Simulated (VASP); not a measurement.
Write the native input for VASP 6.6.1 that does the following.

```yaml
Task: single point
Functional: LDA
Potentials_or_basis: VASP PAW LDA potentials, release 64 (Si, C)
Cutoff: 520 eV
k_mesh: 10 × 6 × 6
Occupations: gaussian, width 0.05 eV
Spin: no spin polarisation
Dipole_correction: no
Further_INCAR_settings: ALGO = Normal; EDIFF = 1e-07; NBANDS = 26
```

The structure of SiC lies in POSCAR:

```
SiC
1.0
   -3.0561890844      0.0000000000      0.0000000000
    0.0000000000      0.0000000000     -5.0161734138
    0.0000000000     -5.2934747717      0.0000000000
Si C
4 4
Direct
    0.5000000000      0.9953958738      0.1666666667
    0.0000000000      0.9953958738      0.6666666667
    0.0000000000      0.4953958738      0.3333333333
    0.5000000000      0.4953958738      0.8333333333
    0.5000000000      0.6196041262      0.1666666667
    0.0000000000      0.6196041262      0.6666666667
    0.0000000000      0.1196041262      0.3333333333
    0.5000000000      0.1196041262      0.8333333333
```

These files were run (other wordings do the same):

INCAR

```
PREC     = Accurate       # precision mode
ENCUT    = 520            # plane-wave cutoff, eV
EDIFF    = 1E-7           # SCF threshold, eV
ISMEAR   = 0              # smearing method
SIGMA    = 0.05           # smearing width, eV
LREAL    = F              # projectors in reciprocal space
LASPH    = T              # aspherical terms in the spheres
NELM     = 100            # most SCF steps
ALGO     = Normal         # electronic algorithm
ISIF     = 2              # what is computed and relaxed
LWAVE    = F              # write WAVECAR
LCHARG   = T              # write CHGCAR
LELF     = T              # ELF
LVHAR    = T            
NBANDS   = 26             # bands
```

KPOINTS

```
Automatic mesh
0
Gamma
  10 6 6
```

Potentials or basis: VASP PAW LDA potentials, release 64 (Si, C).

Launch:

```console
$ cat potpaw_LDA.64/Si/POTCAR potpaw_LDA.64/C/POTCAR > POTCAR
$ mpirun -np 1 vasp_std > vasp.out
```

Results of the run:

```
Pressure               : 0.4 GPa
Band gap on the k mesh : 2.16 eV
```

Wall time 2 min on 1 thread of Intel(R) Xeon(R) Platinum 8375C CPU @ 2.90GHz (Ice Lake) (shared host), peak memory 0.26 GiB.
